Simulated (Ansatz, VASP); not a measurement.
## One calculation of Li, two programs

Contents of INCAR:

```
SYSTEM = Li
  PREC = Accurate
  ENCUT = 520
  EDIFF = 1E-6
  ISMEAR = 0
  SIGMA = 0.1
  LREAL = .False.
  LASPH = .True.
  NELM = 100
  ALGO = Fast
  ISIF = 2
  LWAVE = .False.
  LCHARG = .True.
  GGA = PE
  LELF = .True.
  LVHAR = .True.
  NBANDS = 14
```

The input KPOINTS:

```
Automatic mesh
0
Gamma
  8 8 8
  0 0 0
```

The input POSCAR:

```
Li
1.0
    4.4070005438     -0.0232967229      0.0000000000
   -0.0232967229      4.4934166862      0.0000000000
    0.0000000000      0.0000000000      4.8511082450
Li
4
Direct
    0.8665902000      0.0930413522      0.6139783506
    0.3844707495      0.3463779993      0.3860216494
    0.1155292505      0.6536220007      0.8860216494
    0.6334098000      0.9069586478      0.1139783506
```

Input for Ansatz:

```yaml
crystal:
  lattice:
    - [4.4070005438, -0.0232967229, 0.0]
    - [-0.0232967229, 4.4934166862, 0.0]
    - [0.0, 0.0, 4.851108245]
  atoms:
    - { symbol: Li, position: [0.8665902, 0.0930413522, 0.6139783506] }
    - { symbol: Li, position: [0.3844707495, 0.3463779993, 0.3860216494] }
    - { symbol: Li, position: [0.1155292505, 0.6536220007, 0.8860216494] }
    - { symbol: Li, position: [0.6334098, 0.9069586478, 0.1139783506] }
basis:
  ecutwfc: 420
kpoints:
  mp_grid: { grid: [8, 8, 8] }
hamiltonian:
  xc: pbe
scf:
  occupations: { method: gaussian, width: 0.1 }
output:
  forces: true
  stress: true
  eigenvalues: true
```

Alike in both runs: task single point; functional PBE; k mesh 8 × 8 × 8; occupations gaussian, width 0.1 eV; no spin polarisation.

|  | VASP | Ansatz |
| --- | --- | --- |
| version | VASP 6.6.1 | Ansatz 0.2.0 |
| potentials or method | VASP PAW PBE potentials, release 64 (Li_sv), cutoff 520 eV | scalar-relativistic, plane waves, PAW |
| valence electrons in the cell | 12 | 12 |

VASP gave:

```
gap on the k mesh at the Fermi level (eV) : none
rms of the force components (eV/Å)        : 0.216
```

Task: Which values does Ansatz return?

Result: gap on the k mesh at the Fermi level (eV): none; rms of the force components (eV/Å): 0.215.

Atom by atom the forces differ by 0.002 eV/Å (rms over components). A gap of «none» marks a metal or a gap that the smearing closes.

Noted on VASP's run: the cutoff is short for stress, so the pressure is rough.
